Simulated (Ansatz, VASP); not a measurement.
C: VASP beside Ansatz

```xyz
4
Lattice="4.2694 0.0000 0.0000 0.0000 2.4649 0.0000 -1.2837 0.0000 3.3739" Properties=species:S:1:pos:R:3 pbc="T T T"
C     3.5579    0.0000    0.0007
C     1.5625    1.2325    3.3732
C     1.4232    1.2325    0.0007
C    -0.5722    0.0000    3.3732
```

Change from the starting cell: shear of c along a, cell held, atoms relaxed: +4.0 %.

Alike in both runs: functional PBE; dispersion D3(BJ); k mesh 8 × 12 × 8; occupations gaussian, width 0.02 eV; no spin polarisation.

Ansatz relaxed the structure, and its values are those at the end. VASP's run is a single point on that final structure, the one shown.

```csv
,VASP,Ansatz
version,VASP 6.6.1,Ansatz 0.2.0
potentials or method,"VASP PAW PBE potentials, release 64 (C), cutoff 520 eV","scalar-relativistic, plane waves, PAW"
valence electrons in the cell,16,16
```

|  | VASP | Ansatz | Ansatz less VASP |
| --- | --- | --- | --- |
| gap on the k mesh at the Fermi level (eV) | 0.41 | 0.41 | 0.000 |
| least direct gap on the mesh (eV) | 0.57 | 0.57 | 0.000 |
| pressure (GPa) | 0.4 | 0.0 | -0.44 |

Ansatz's warnings: stress scf threshold loose.
